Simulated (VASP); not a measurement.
# Ga2Ge3O (P6/mmm) in VASP: single point with PBE

Aim: the single point of Ga2Ge3O with PBE.

Program: VASP 6.6.1. These are calculated values, not measurements. Logs are shortened: lines on timing, memory, paths and dates and some standing lists are left out, and cuts for length are marked.

## (1) The cell of the first run

The structure is hexagonal, space group P6/mmm (No. 191). The conventional cell has a = 5.080 Å, b = 5.080 Å, c = 5.169 Å, α = 90.00°, β = 90.00°, γ = 120.00°. Ga (site symmetry -6m2) has 3 Ga at 2.93 Å and 3 O at 2.93 Å and 6 Ge at 2.97 Å within 3.9 Å. Within 3.4 Å of Ge (site symmetry mmm) lie 4 Ge at 2.54 Å and 4 Ga at 2.97 Å. O (site symmetry 6/mmm) has 6 Ga at 2.93 Å and 12 Ge at 3.62 Å within 3.9 Å.

## (2) Single point, PBE

File INCAR:

```
SYSTEM = Ga2Ge3O
PREC = Accurate ; ENCUT = 520
EDIFF = 1E-7 ; ISMEAR = 0
SIGMA = 0.1 ; LREAL = .False.
LASPH = .True. ; NELM = 100
ALGO = Normal ; ISIF = 2
LWAVE = .False. ; LCHARG = .False.
GGA = PE ; NBANDS = 46
```

File KPOINTS:

```
Automatic mesh
0
Gamma
  6 6 4
  0 0 0
```

File POSCAR:

```
Ga2Ge3O
1.0
    5.0802601626      0.0000000000      0.0000000000
   -2.5401300813      4.3996343586      0.0000000000
    0.0000000000      0.0000000000      5.1686112047
Ga Ge O
2 3 1
Direct
    0.3333333333      0.6666666667      0.0000000000
    0.6666666667      0.3333333333      0.0000000000
    0.5000000000      0.0000000000      0.5000000000
    0.5000000000      0.5000000000      0.5000000000
    0.0000000000      0.5000000000      0.5000000000
    0.0000000000      0.0000000000      0.0000000000
```

Potentials or basis: VASP PAW PBE potentials, release 64 (Ga_d, Ge_d, O).

Launch:

```
cat potpaw_PBE.64/Ga_d/POTCAR potpaw_PBE.64/Ge_d/POTCAR potpaw_PBE.64/O/POTCAR > POTCAR
mpirun -np 1 vasp_std > vasp.out
```

OUTCAR:

```text
SYSTEM = Ga2Ge3O
   PREC = Accurate
   ENCUT = 520
   EDIFF = 1E-7
   ISMEAR = 0
   LREAL = .False.
   LASPH = .True.
   NELM = 100
   ISIF = 2
   GGA = PE

 ion  position               nearest neighbor table
   1  0.333  0.667  0.000-
   2  0.667  0.333  0.000-
   3  0.500  0.000  0.500-   4 2.54   5 2.54   4 2.54   5 2.54
   4  0.500  0.500  0.500-   3 2.54   3 2.54   5 2.54   5 2.54
   5  0.000  0.500  0.500-   3 2.54   3 2.54   4 2.54   4 2.54
   6  0.000  0.000  0.000-

  LATTYP: Found a hexagonal cell.
 ALAT       =     5.0802601626
 C/A-ratio  =     1.0173910468

  Lattice vectors:

 A1 = (   5.0802601626,   0.0000000000,   0.0000000000)
 A2 = (  -2.5401300813,   4.3996343586,   0.0000000000)
 A3 = (   0.0000000000,   0.0000000000,   5.1686112047)

Analysis of symmetry for initial positions (statically):
=====================================================================
 Subroutine PRICEL returns:
 Original cell was already a primitive cell.

 Routine SETGRP: Setting up the symmetry group for a
 hexagonal supercell.

 Subroutine GETGRP returns: Found 24 space group operations
 (whereof 24 operations were pure point group operations)
 out of a pool of 24 trial point group operations.

The static configuration has the point symmetry D_6h.

Analysis of symmetry for dynamics (positions and initial velocities):
=====================================================================
 Subroutine PRICEL returns:
 Original cell was already a primitive cell.

 Routine SETGRP: Setting up the symmetry group for a
 hexagonal supercell.

 Subroutine GETGRP returns: Found 24 space group operations
 (whereof 24 operations were pure point group operations)
 out of a pool of 24 trial point group operations.

The dynamic configuration has the point symmetry D_6h.

 Subroutine INISYM returns: Found 24 space group operations
 (whereof 24 operations are pure point group operations),
 and found     1 'primitive' translations

----------------------------------------------------------------------------------------

                                     Primitive cell

  volume of cell :     115.5251

  direct lattice vectors                    reciprocal lattice vectors
     5.080260163  0.000000000  0.000000000     0.196840313  0.113645808  0.000000000
    -2.540130081  4.399634359  0.000000000     0.000000000  0.227291615  0.000000000
     0.000000000  0.000000000  5.168611205     0.000000000  0.000000000  0.193475570

  length of vectors
     5.080260163  5.080260163  5.168611205     0.227291615  0.227291615  0.193475570

  position of ions in fractional coordinates (direct lattice)
     0.333333333  0.666666667  0.000000000
     0.666666667  0.333333333  0.000000000
     0.500000000  0.000000000  0.500000000
     0.500000000  0.500000000  0.500000000
     1.000000000  0.500000000  0.500000000
     0.000000000  0.000000000  0.000000000

  ion indices of the primitive-cell ions
   primitive index   ion index
                 1           1
                 2           2
                 3           3
                 4           4
                 5           5
                 6           6

----------------------------------------------------------------------------------------

 KPOINTS: Automatic mesh

Automatic generation of k-mesh.
 Grid dimensions read from file:
 generate k-points for:    6    6    4

 Generating k-lattice:

  Cartesian coordinates                     Fractional coordinates (reciprocal lattice)
     0.032806719  0.018940968  0.000000000     0.166666667  0.000000000  0.000000000
     0.000000000  0.037881936  0.000000000     0.000000000  0.166666667  0.000000000
     0.000000000  0.000000000  0.048368893     0.000000000  0.000000000  0.250000000

  Length of vectors
     0.037881936  0.037881936  0.048368893

  Shift w.r.t. Gamma in fractional coordinates (k-lattice)
     0.000000000  0.000000000  0.000000000

 Subroutine IBZKPT returns following result:
 ===========================================

 Found     21 irreducible k-points:

 Following reciprocal coordinates:
            Coordinates               Weight
  0.000000  0.000000  0.000000      1.000000
  0.166667  0.000000  0.000000      6.000000
  0.333333  0.000000  0.000000      6.000000
  0.500000  0.000000  0.000000      3.000000
  0.166667  0.166667  0.000000      6.000000
  0.333333  0.166667  0.000000     12.000000
[... 13 lines left out ...]
  0.333333  0.166667  0.500000     12.000000
  0.333333  0.333333  0.500000      2.000000
   k-points           NKPTS =     21   k-points in BZ     NKDIM =     21   number of bands    NBANDS=     46
   number of dos      NEDOS =    301   number of ions     NIONS =      6
   total plane-waves  NPLWV =  64000
   dimension x,y,z NGX =    40 NGY =   40 NGZ =   40
   dimension x,y,z NGXF=    80 NGYF=   80 NGZF=   80
   ions per type =               2   3   1
   NGX,Y,Z   is equivalent  to a cutoff of  13.09, 13.09, 12.87 a.u.
   NGXF,Y,Z  is equivalent  to a cutoff of  26.18, 26.18, 25.73 a.u.
 SYSTEM =  Ga2Ge3O
   PREC   = accura    normal or accurate (medium, high low for compatibility)
   ISTART =      0    job   : 0-new  1-cont  2-samecut
   ICHARG =      2    charge: 1-file 2-atom 10-const
   ISPIN  =      1    spin polarized calculation?
   LNONCOLLINEAR =      F non collinear calculations
   LSORBIT =      F    spin-orbit coupling
   LASPH  =      T    aspherical Exc in radial PAW
   ENCUT  =  520.0 eV  38.22 Ry    6.18 a.u.   9.45  9.45  9.61*2*pi/ulx,y,z
   NELM   =    100;   NELMIN=  2; NELMDL= -5     # of ELM steps
   EDIFF  = 0.1E-06   stopping-criterion for ELM
   LREAL  =      F    real-space projection
   EDIFFG = 0.1E-05   stopping-criterion for IOM
   NSW    =      0    number of steps for IOM
   IBRION =     -1    ionic relax: 0-MD 1-quasi-New 2-CG
   NFREE  =      0    steps in history (QN), initial steepest desc. (CG)
   ISIF   =      2    stress and relaxation
   ISYM   =      2    0-nonsym 1-usesym 2-fastsym
   POTIM  = 0.5000    time-step for ionic-motion
   TEBEG  =    0.0;   TEEND  =   0.0 temperature during run
   PSTRESS=    0.0 pullay stress
   NELECT =      74.0000    total number of electrons
   NUPDOWN=      -1.0000    fix difference up-down
   EMIN   =  10.00;   EMAX   =-10.00  energy-range for DOS
   EFERMI =   0.00;   METHOD = LEGACY
   ISMEAR =     0;   SIGMA  =   0.10  broadening in eV -4-tet -1-fermi 0-gaus
   EFERMI_NEDOS =   21; number of points for ismear=-14 and -15
   IALGO  =     38    algorithm
   IMIX   =      4    mixing-type and parameters
     AMIX     =   0.40;   BMIX     =  1.00
     AMIX_MAG =   1.60;   BMIX_MAG =  1.00
  volume/ion in A,a.u.               =      19.25       129.93
  Fermi-wavevector in a.u.,A,eV,Ry     =   1.411215  2.666810 27.096391  1.991529
  Thomas-Fermi vector in A             =   2.533089
   LORBIT       =      0    0 simple, 1 ext, 2 COOP (PROOUT), +10 PAW based schemes
   GGA     = PE    functional components
   LHFCALC =     F    Hartree Fock is set to
   AEXX    =    0.0000 exact exchange contribution
   IVDW    =     0    specifies the selected vdW correction
   LEPSILON=     F    determine dielectric tensor
   LRPA    =     F    only Hartree local field effects (RPA)
 non-spin polarized calculation
 Gauss-broadening in eV      SIGMA  =   0.10
  energy-cutoff  :      520.00
  volume of cell :      115.53
 maximum number of plane-waves:      3137
 NGX is ok and might be reduce to    40
   NGX = 19   NGY = 19   NGZ = 19

 number of electron      74.0000028 magnetization

 Free energy of the ion-electron system (eV)
  ---------------------------------------------------
  ext. energy  EPLUGINS =         0.00000000
  ---------------------------------------------------
  free energy    TOTEN  =       -21.60864177 eV

  energy without entropy =      -21.58415557  energy(sigma->0) =      -21.59639867

 E-fermi :   4.3530     XC(G=0): -10.4110

 val. band max:        4.3102767151   @ k =   0.3333   0.3333   0.0000
 cond. band min:       4.3662506592   @ k =   0.3333   0.1667   0.2500
 fundamental gap:      0.0559739440
 Fermi energy:         4.3530409076

 k-point     1 :       0.0000    0.0000    0.0000
  band No.  band energies     occupation
      1     -20.7220      2.00000
      2     -20.6399      2.00000
      3     -20.6398      2.00000
      4     -20.5856      2.00000
      5     -20.4964      2.00000
      6     -20.4901      2.00000
[... 38 lines left out ...]
     45      11.2642      0.00000
     46      11.2642      0.00000

 k-point     2 :       0.1667    0.0000    0.0000
  band No.  band energies     occupation
      1     -20.7024      2.00000
      2     -20.6332      2.00000
      3     -20.6154      2.00000
      4     -20.5762      2.00000
      5     -20.4912      2.00000
      6     -20.4894      2.00000
[... 38 lines left out ...]
     45      10.8446      0.00000
     46      11.3474      0.00000

 k-point     3 :       0.3333    0.0000    0.0000
  band No.  band energies     occupation
      1     -20.6688      2.00000
      2     -20.5974      2.00000
      3     -20.5538      2.00000
      4     -20.5490      2.00000
      5     -20.4855      2.00000
      6     -20.4773      2.00000
[... 38 lines left out ...]
     45       9.7491      0.00000
     46      11.2380      0.00000

 k-point     4 :       0.5000    0.0000    0.0000
  band No.  band energies     occupation
      1     -20.6591      2.00000
      2     -20.5397      2.00000
      3     -20.5332      2.00000
      4     -20.4976      2.00000
      5     -20.4768      2.00000
      6     -20.4642      2.00000
[... 773 lines left out ...]
     45       9.6520      0.00000
     46      10.4928      0.00000

 k-point    20 :       0.3333    0.1667    0.5000
  band No.  band energies     occupation
      1     -20.6381      2.00000
      2     -20.5789      2.00000
      3     -20.5369      2.00000
      4     -20.4928      2.00000
      5     -20.4887      2.00000
      6     -20.4861      2.00000
[... 38 lines left out ...]
     45       9.3053      0.00000
     46       9.9500      0.00000

 k-point    21 :       0.3333    0.3333    0.5000
  band No.  band energies     occupation
      1     -20.5780      2.00000
      2     -20.5702      2.00000
      3     -20.5702      2.00000
      4     -20.5106      2.00000
      5     -20.5106      2.00000
      6     -20.4628      2.00000
[... 38 lines left out ...]
     45       9.9884      0.00000
     46      10.0880      0.00000

------------------------ aborting loop because EDIFF is reached ----------------------------------------

  FORCE on cell =-STRESS in cart. coord.  units (eV):
  Direction    XX          YY          ZZ          XY          YZ          ZX
  --------------------------------------------------------------------------------------
  -------------------------------------------------------------------------------------
  Total        0.0196193      0.0196193      0.1087911      0.0000000      0.0000000      0.0000000
  in kB        0.2720937      0.2720937      1.5087851      0.0000000      0.0000000      0.0000000
  external PRESSURE =       0.6843242 kB  Pullay stress =       0.0000000 kB

 VOLUME and BASIS-vectors are now :
 -----------------------------------------------------------------------------
  energy-cutoff  :      520.00
  volume of cell :      115.53
      direct lattice vectors                 reciprocal lattice vectors
     5.080260163  0.000000000  0.000000000     0.196840313  0.113645808  0.000000000
    -2.540130081  4.399634359  0.000000000     0.000000000  0.227291615  0.000000000
     0.000000000  0.000000000  5.168611205     0.000000000  0.000000000  0.193475570

 POSITION                                       TOTAL-FORCE (eV/Angst)
 -----------------------------------------------------------------------------------
     -0.00000      2.93309      0.00000         0.000000     -0.000000      0.000000
      2.54013      1.46654      0.00000        -0.000000      0.000000     -0.000000
      2.54013      0.00000      2.58431        -0.000000      0.000000      0.000000
      1.27007      2.19982      2.58431        -0.000000      0.000000      0.000000
     -1.27007      2.19982      2.58431        -0.000000      0.000000      0.000000
      0.00000      0.00000      0.00000        -0.000000      0.000000      0.000000
 -----------------------------------------------------------------------------------
    total drift:                               -0.000000     -0.000000     -0.000000

  FREE ENERGIE OF THE ION-ELECTRON SYSTEM (eV)
  ---------------------------------------------------
  free  energy   TOTEN  =       -21.6086417744 eV

  energy  without entropy=      -21.5841555731  energy(sigma->0) =      -21.59639867
```

Wall time 85 s (1 thread of Intel Xeon 6975P-C (Granite Rapids), shared host); peak memory 0.28 GiB.

What came out:

- Free energy: -21.6086 eV
- Pressure: 0.1 GPa
- Band gap on the k mesh: zero (band 37 reaches 5.87 eV, above the bottom of band 38 at 3.20 eV)

Stress tensor (GPa, compression positive):
```
0.03 0.00 0.00
0.00 0.03 0.00
0.00 0.00 0.15
```

Levels at points of the mesh, in eV from the Fermi level:
| k point | band 34 | band 35 | band 36 | band 37 | band 38 | band 39 | band 40 | band 41 |
| --- | --- | --- | --- | --- | --- | --- | --- | --- |
| (0.00, 0.00, 0.00) | -2.76 | -0.85 | -0.85 | -0.45 | -0.37 | 1.65 | 1.65 | 1.92 |
| (0.50, 0.00, 0.00) | -2.36 | -1.76 | -0.56 | -0.31 | 1.53 | 1.82 | 1.87 | 1.97 |
| (0.00, 0.00, 0.50) | -2.13 | -1.67 | -1.67 | -1.15 | -1.15 | -0.94 | 1.23 | 2.44 |
| (0.50, 0.00, 0.50) | -0.61 | -0.52 | 0.42 | 1.51 | 2.09 | 2.19 | 2.42 | 2.91 |
